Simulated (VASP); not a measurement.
# TePb (I4mm) in VASP: notebook

The runs below take TePb through single point, with LDA.

Everything below comes from runs of VASP 6.6.1. Logs are shortened: lines on timing, memory, paths and dates and some standing lists are left out, and cuts for length are marked.

## (1) The cell of the first run

The structure is tetragonal, space group I4mm (No. 107). The conventional cell has a = 4.564 Å, b = 4.564 Å, c = 6.454 Å, α = 90.00°, β = 90.00°, γ = 90.00°. Within 4.1 Å of Te (site symmetry 4mm) lie 6 Pb at 3.15 to 3.30 Å. Within 4.1 Å of Pb (site symmetry 4mm) lie 6 Te at 3.15 to 3.30 Å.

## (2) Single point, LDA (all Pb atoms moved +0.075 Å, as atom 2 along Cartesian [0 1 0])

INCAR

```
PREC = Accurate
ENCUT = 520
EDIFF = 1E-6
ISMEAR = 0
SIGMA = 0.05
LREAL = False
LASPH = True
NELM = 100
ALGO = Normal
ISIF = 2
LWAVE = False
LCHARG = False
GGA = CA
NBANDS = 17
```

KPOINTS

```
Automatic mesh
0
Gamma
  8 8 8
```

POSCAR

```
TePb
1.0
    0.0000000000      3.2270000000      3.2270000000
    3.2270000000      0.0000000000      3.2270000000
    3.2270000000      3.2270000000      0.0000000000
Te Pb
1 1
Direct
    0.5000000000      0.5000000000      0.5000000000
    0.0116207003     -0.0116207003      0.0116207003
```

Potentials or basis: VASP PAW LDA potentials, release 64 (Te, Pb_d).

On the command line:

```console
$ cat potpaw_LDA.64/Te/POTCAR potpaw_LDA.64/Pb_d/POTCAR > POTCAR
$ mpirun -np 1 vasp_std > vasp.out
```

OUTCAR:

```text
PREC = Accurate
   ENCUT = 520
   EDIFF = 1E-6
   ISMEAR = 0
   LREAL = False
   LASPH = True
   NELM = 100
   ISIF = 2
   GGA = CA

 ion  position               nearest neighbor table
   1  0.500  0.500  0.500-   2 3.15   2 3.23   2 3.23   2 3.23   2 3.23   2 3.30
   2  0.012  0.988  0.012-   1 3.15   1 3.23   1 3.23   1 3.23   1 3.23   1 3.30

  LATTYP: Found a face centered cubic cell.
 ALAT       =     6.4540000000

  Lattice vectors:

 A1 = (   0.0000000000,   3.2270000000,   3.2270000000)
 A2 = (   3.2270000000,   0.0000000000,   3.2270000000)
 A3 = (   3.2270000000,   3.2270000000,   0.0000000000)

Analysis of symmetry for initial positions (statically):
=====================================================================
 Subroutine PRICEL returns:
 Original cell was already a primitive cell.

 Routine SETGRP: Setting up the symmetry group for a
 face centered cubic supercell.

 Subroutine GETGRP returns: Found  8 space group operations
 (whereof  8 operations were pure point group operations)
 out of a pool of 48 trial point group operations.

The static configuration has the point symmetry C_4v.

Analysis of symmetry for dynamics (positions and initial velocities):
=====================================================================
 Subroutine PRICEL returns:
 Original cell was already a primitive cell.

 Routine SETGRP: Setting up the symmetry group for a
 face centered cubic supercell.

 Subroutine GETGRP returns: Found  8 space group operations
 (whereof  8 operations were pure point group operations)
 out of a pool of 48 trial point group operations.

The dynamic configuration has the point symmetry C_4v.

 Subroutine INISYM returns: Found  8 space group operations
 (whereof  8 operations are pure point group operations),
 and found     1 'primitive' translations

----------------------------------------------------------------------------------------

                                     Primitive cell

  volume of cell :      67.2089

  direct lattice vectors                    reciprocal lattice vectors
     0.000000000  3.227000000  3.227000000    -0.154942671  0.154942671  0.154942671
     3.227000000  0.000000000  3.227000000     0.154942671 -0.154942671  0.154942671
     3.227000000  3.227000000  0.000000000     0.154942671  0.154942671 -0.154942671

  length of vectors
     4.563667166  4.563667166  4.563667166     0.268368579  0.268368579  0.268368579

  position of ions in fractional coordinates (direct lattice)
     0.500000000  0.500000000  0.500000000
     0.011620700  0.988379300  0.011620700

  ion indices of the primitive-cell ions
   primitive index   ion index
                 1           1
                 2           2

----------------------------------------------------------------------------------------

 KPOINTS: Automatic mesh

Automatic generation of k-mesh.
 Grid dimensions read from file:
 generate k-points for:    8    8    8

 Generating k-lattice:

  Cartesian coordinates                     Fractional coordinates (reciprocal lattice)
    -0.019367834  0.019367834  0.019367834     0.125000000  0.000000000  0.000000000
     0.019367834 -0.019367834  0.019367834     0.000000000  0.125000000  0.000000000
     0.019367834  0.019367834 -0.019367834     0.000000000  0.000000000  0.125000000

  Length of vectors
     0.033546072  0.033546072  0.033546072

  Shift w.r.t. Gamma in fractional coordinates (k-lattice)
     0.000000000  0.000000000  0.000000000

 Subroutine IBZKPT returns following result:
 ===========================================

 Found     59 irreducible k-points:

 Following reciprocal coordinates:
            Coordinates               Weight
  0.000000  0.000000  0.000000      1.000000
  0.125000  0.000000  0.000000      8.000000
  0.250000  0.000000  0.000000      8.000000
  0.375000  0.000000  0.000000      8.000000
  0.500000  0.000000  0.000000      4.000000
  0.125000  0.125000  0.000000      4.000000
[... 16 lines left out ...]
  0.250000  0.000000  0.375000      8.000000
  0.500000  0.250000  0.000000     16.000000
 [... further k-points ...]
   k-points           NKPTS =     59   k-points in BZ     NKDIM =     59   number of bands    NBANDS=     17
   number of dos      NEDOS =    301   number of ions     NIONS =      2
   total plane-waves  NPLWV =  46656
   dimension x,y,z NGX =    36 NGY =   36 NGZ =   36
   dimension x,y,z NGXF=    72 NGYF=   72 NGZF=   72
   ions per type =               1   1
   NGX,Y,Z   is equivalent  to a cutoff of  13.11, 13.11, 13.11 a.u.
   NGXF,Y,Z  is equivalent  to a cutoff of  26.23, 26.23, 26.23 a.u.
 SYSTEM =  unknown system
   PREC   = accura    normal or accurate (medium, high low for compatibility)
   ISTART =      0    job   : 0-new  1-cont  2-samecut
   ICHARG =      2    charge: 1-file 2-atom 10-const
   ISPIN  =      1    spin polarized calculation?
   LNONCOLLINEAR =      F non collinear calculations
   LSORBIT =      F    spin-orbit coupling
   LASPH  =      T    aspherical Exc in radial PAW
   ENCUT  =  520.0 eV  38.22 Ry    6.18 a.u.   8.49  8.49  8.49*2*pi/ulx,y,z
   NELM   =    100;   NELMIN=  2; NELMDL= -5     # of ELM steps
   EDIFF  = 0.1E-05   stopping-criterion for ELM
   LREAL  =      F    real-space projection
   EDIFFG = 0.1E-04   stopping-criterion for IOM
   NSW    =      0    number of steps for IOM
   IBRION =     -1    ionic relax: 0-MD 1-quasi-New 2-CG
   NFREE  =      0    steps in history (QN), initial steepest desc. (CG)
   ISIF   =      2    stress and relaxation
   ISYM   =      2    0-nonsym 1-usesym 2-fastsym
   POTIM  = 0.5000    time-step for ionic-motion
   TEBEG  =    0.0;   TEEND  =   0.0 temperature during run
   PSTRESS=    0.0 pullay stress
   NELECT =      20.0000    total number of electrons
   NUPDOWN=      -1.0000    fix difference up-down
   EMIN   =  10.00;   EMAX   =-10.00  energy-range for DOS
   EFERMI =   0.00;   METHOD = LEGACY
   ISMEAR =     0;   SIGMA  =   0.05  broadening in eV -4-tet -1-fermi 0-gaus
   EFERMI_NEDOS =   21; number of points for ismear=-14 and -15
   IALGO  =     38    algorithm
   IMIX   =      4    mixing-type and parameters
     AMIX     =   0.40;   BMIX     =  1.00
     AMIX_MAG =   1.60;   BMIX_MAG =  1.00
  volume/ion in A,a.u.               =      33.60       226.77
  Fermi-wavevector in a.u.,A,eV,Ry     =   1.092972  2.065418 16.253366  1.194589
  Thomas-Fermi vector in A             =   2.229249
   LORBIT       =      0    0 simple, 1 ext, 2 COOP (PROOUT), +10 PAW based schemes
   GGA     = CA    functional components
   LHFCALC =     F    Hartree Fock is set to
   AEXX    =    0.0000 exact exchange contribution
   IVDW    =     0    specifies the selected vdW correction
   LEPSILON=     F    determine dielectric tensor
   LRPA    =     F    only Hartree local field effects (RPA)
 non-spin polarized calculation
 Gauss-broadening in eV      SIGMA  =   0.05
  energy-cutoff  :      520.00
  volume of cell :       67.21
 maximum number of plane-waves:      1837
 NGX is ok and might be reduce to    36
   NGX = 17   NGY = 17   NGZ = 17

 number of electron      20.0000001 magnetization

 Free energy of the ion-electron system (eV)
  ---------------------------------------------------
  ext. energy  EPLUGINS =         0.00000000
  ---------------------------------------------------
  free energy    TOTEN  =        -8.76420028 eV

  energy without entropy =       -8.76420028  energy(sigma->0) =       -8.76420028

 E-fermi :   5.7238     XC(G=0):  -9.5899

 val. band max:        5.4451923616   @ k =   0.5000   0.0000   0.0000
 cond. band min:       6.1102741182   @ k =   0.5000   0.0000   0.0000
 fundamental gap:      0.6650817566
 Fermi energy:         5.7237676612

 k-point     1 :       0.0000    0.0000    0.0000
  band No.  band energies     occupation
      1     -11.2084      2.00000
      2     -11.2083      2.00000
      3     -11.1944      2.00000
      4     -11.1936      2.00000
      5     -11.1936      2.00000
      6      -6.6285      2.00000
[... 9 lines left out ...]
     16      11.2627      0.00000
     17      12.7178      0.00000

 k-point     2 :       0.1250    0.0000    0.0000
  band No.  band energies     occupation
      1     -11.2102      2.00000
      2     -11.2102      2.00000
      3     -11.1936      2.00000
      4     -11.1919      2.00000
      5     -11.1914      2.00000
      6      -6.4940      2.00000
[... 9 lines left out ...]
     16      11.5385      0.00000
     17      13.7931      0.00000

 k-point     3 :       0.2500    0.0000    0.0000
  band No.  band energies     occupation
      1     -11.2156      2.00000
      2     -11.2154      2.00000
      3     -11.1926      2.00000
      4     -11.1858      2.00000
      5     -11.1853      2.00000
      6      -6.1070      2.00000
[... 9 lines left out ...]
     16      12.3247      0.00000
     17      15.6801      0.00000

 k-point     4 :       0.3750    0.0000    0.0000
  band No.  band energies     occupation
      1     -11.2213      2.00000
      2     -11.2211      2.00000
      3     -11.1919      2.00000
      4     -11.1792      2.00000
      5     -11.1787      2.00000
      6      -5.5501      2.00000
[... 9 lines left out ...]
     16      13.5410      0.00000
     17      16.0999      0.00000
[... 343 lines left out ...]
      1     -11.2456      2.00000
      2     -11.2038      2.00000
      3     -11.1985      2.00000
      4     -11.1770      2.00000
      5     -11.1751      2.00000
      6      -5.5394      2.00000
[... 9 lines left out ...]
     16      14.8081      0.00000
     17      15.1651      0.00000

 k-point    23 :       0.2500    0.0000    0.3750
  band No.  band energies     occupation
      1     -11.2457      2.00000
      2     -11.2038      2.00000
      3     -11.1994      2.00000
      4     -11.1764      2.00000
      5     -11.1748      2.00000
      6      -5.5357      2.00000
[... 9 lines left out ...]
     16      14.8244      0.00000
     17      15.1869      0.00000

 k-point    24 :       0.5000    0.2500    0.0000
  band No.  band energies     occupation
      1     -11.2476      2.00000
      2     -11.2094      2.00000
      3     -11.1939      2.00000
      4     -11.1768      2.00000
      5     -11.1724      2.00000
      6      -5.0883      2.00000
[... 9 lines left out ...]
     16      15.0889      0.00000
     17      15.8678      0.00000

 [... further k-points ...]
[... 5 lines left out ...]
  --------------------------------------------------------------------------------------
  -------------------------------------------------------------------------------------
  Total       -0.6280015     -0.5428032     -0.6280015     -0.0000000     -0.0000000      0.0000000
  in kB      -14.9707770    -12.9397569    -14.9707770     -0.0000000     -0.0000000      0.0000000
  external PRESSURE =     -14.2937703 kB  Pullay stress =       0.0000000 kB

 VOLUME and BASIS-vectors are now :
 -----------------------------------------------------------------------------
  energy-cutoff  :      520.00
  volume of cell :       67.21
      direct lattice vectors                 reciprocal lattice vectors
     0.000000000  3.227000000  3.227000000    -0.154942671  0.154942671  0.154942671
     3.227000000  0.000000000  3.227000000     0.154942671 -0.154942671  0.154942671
     3.227000000  3.227000000  0.000000000     0.154942671  0.154942671 -0.154942671

 POSITION                                       TOTAL-FORCE (eV/Angst)
 -----------------------------------------------------------------------------------
      3.22700      3.22700      3.22700         0.000000      0.024685      0.000000
      3.22700      0.07500      3.22700         0.000000     -0.024685      0.000000
 -----------------------------------------------------------------------------------
    total drift:                               -0.000000      0.000035     -0.000000

  FREE ENERGIE OF THE ION-ELECTRON SYSTEM (eV)
  ---------------------------------------------------
  free  energy   TOTEN  =        -8.7642002834 eV

  energy  without entropy=       -8.7642002834  energy(sigma->0) =       -8.76420028
```

Wall time 21 s (1 thread of Intel Xeon 6975P-C (Granite Rapids), shared host); peak memory 0.21 GiB.

Results:

```yaml
Free_energy: -8.7642 eV
Pressure: -1.4 GPa
Largest_force: 0.025 eV/Å
Band_gap_on_the_k_mesh: 0.67 eV, direct
```

Forces on the atoms (eV/Å):
```
Te   0.000  0.025  0.000
Pb   0.000 -0.025  0.000
```

Stress tensor (GPa, compression positive):
```
-1.50  0.00  0.00
 0.00 -1.29  0.00
 0.00  0.00 -1.50
```

Levels at points of the mesh, in eV from the valence-band top:
```tsv
k point	band 7	band 8	band 9	band 10	band 11	band 12	band 13	band 14
(0.00, 0.00, 0.00)	-5.64	-1.35	-1.34	-1.34	3.98	3.98	4.02	5.79
(0.50, 0.00, 0.00)	-8.63	-0.89	-0.87	0.00	0.67	1.22	1.25	8.29
(0.50, 0.50, 0.00)	-7.34	-4.53	-2.81	-2.81	3.22	5.43	5.45	6.64
(0.50, 0.00, 0.50)	-7.37	-4.51	-2.81	-2.81	3.25	5.42	5.42	6.66
```

Caveat: the cell differs from its parent crystal (all Pb atoms moved +0.075 Å, as atom 2 along Cartesian [0 1 0]); spin-orbit coupling is left out, which moves the levels of the heavy elements.

(Part 1 of 2 ends here.)
